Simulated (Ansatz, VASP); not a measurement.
## Two plane-wave programs on KBr

```xyz
2
Lattice="0.0000 3.3022 3.3022 3.3022 0.0000 3.3022 3.3022 3.3022 0.0000" Properties=species:S:1:pos:R:3 pbc="T T T"
K     0.0000    0.0000    0.0000
Br    3.3022    3.3022    3.3022
```

Alike in both runs: task single point; functional PBE; k mesh 4 × 4 × 4; occupations gaussian, width 0.001 eV; no spin polarisation.

|  | VASP | Ansatz |
| --- | --- | --- |
| version | VASP 6.6.1 | Ansatz 0.2.0 |
| potentials or method | VASP PAW PBE potentials, release 64 (K_sv, Br) | plane waves |
| plane-wave cutoff (eV) | 520 | 420 |
| valence electrons in the cell | 16 | 16 |

|  | VASP | Ansatz | Ansatz less VASP |
| --- | --- | --- | --- |
| gap on the k mesh at the Fermi level (eV) | 4.43 | 4.43 | +0.002 |
| pressure (GPa) | 0.7 | 0.7 | -0.04 |

The functional is the same, so the differences come from potentials, cutoffs and numerics.
